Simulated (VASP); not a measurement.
Set up this calculation in VASP 6.6.1, as the native input.

```
Task                   : single point
Functional             : r2SCAN
Potentials or basis    : VASP PAW PBE potentials, release 64 (Ga_d, N)
Cutoff                 : 520 eV
k mesh                 : 8 × 8 × 8
Occupations            : gaussian, width 0.05 eV
Spin                   : no spin polarisation
Dipole correction      : no
Further INCAR settings : ALGO = Normal; EDIFF = 1e-06; NBANDS = 16
```

Crystal: GaN.

```
Ga N
1.0
     0.00001    2.24884    2.24878
     2.24902    0.00003    2.24876
     2.24899    2.24878    0.00006
Ga N
1 1
Direct
  0.00000 0.00000 0.99999
  0.75000 0.75000 0.75001
```

These files were run (other wordings do the same):

POSCAR

```
GaN
1.0
    0.0000129993      2.2488350960      2.2487834985
    2.2490197432      0.0000323717      2.2487599836
    2.2489862139      2.2487786783      0.0000643802
Ga N
1 1
Direct
   -0.0000005124     -0.0000008217     -0.0000102926
    0.7500005124      0.7500008217      0.7500102926
```

INCAR.step1

```
SYSTEM = GaN
  PREC = Accurate
  ENCUT = 520
  ISMEAR = 0
  SIGMA = 0.05
  LREAL = .False.
  LASPH = .True.
  NELM = 60
  NBANDS = 16
  GGA = PE
  ALGO = Normal
  EDIFF = 1E-4
  LWAVE = .True.
  LCHARG = .False.
```

INCAR.step2

```
SYSTEM = GaN
  PREC = Accurate
  ENCUT = 520
  EDIFF = 1E-6
  ISMEAR = 0
  SIGMA = 0.05
  LREAL = .False.
  LASPH = .True.
  NELM = 60
  ALGO = Normal
  ISIF = 2
  LWAVE = .False.
  LCHARG = .False.
  METAGGA = R2SCAN
  LMIXTAU = .True.
  NBANDS = 16
  ISTART = 1
```

KPOINTS

```
regular mesh
0
Gamma
  8 8 8
  0 0 0
```

Potentials or basis: VASP PAW PBE potentials, release 64 (Ga_d, N).

Run with:

```console
$ cat potpaw_PBE.64/Ga_d/POTCAR potpaw_PBE.64/N/POTCAR > POTCAR
$ cp INCAR.step1 INCAR
$ mpirun -np 1 vasp_std > vasp.out
$ cp INCAR.step2 INCAR
$ mpirun -np 1 vasp_std > vasp.out
```

Results of the run:

| Property | Result |
| --- | --- |
| Pressure | 1.3 GPa |
| Band gap on the k mesh | 2.16 eV |

Caveat: the PAW data sets were made with another functional, which shifts forces and pressure a little.

Run time: 4.2 min on 1 thread of Intel Xeon 8259CL (shared host), peak memory 0.22 GiB.
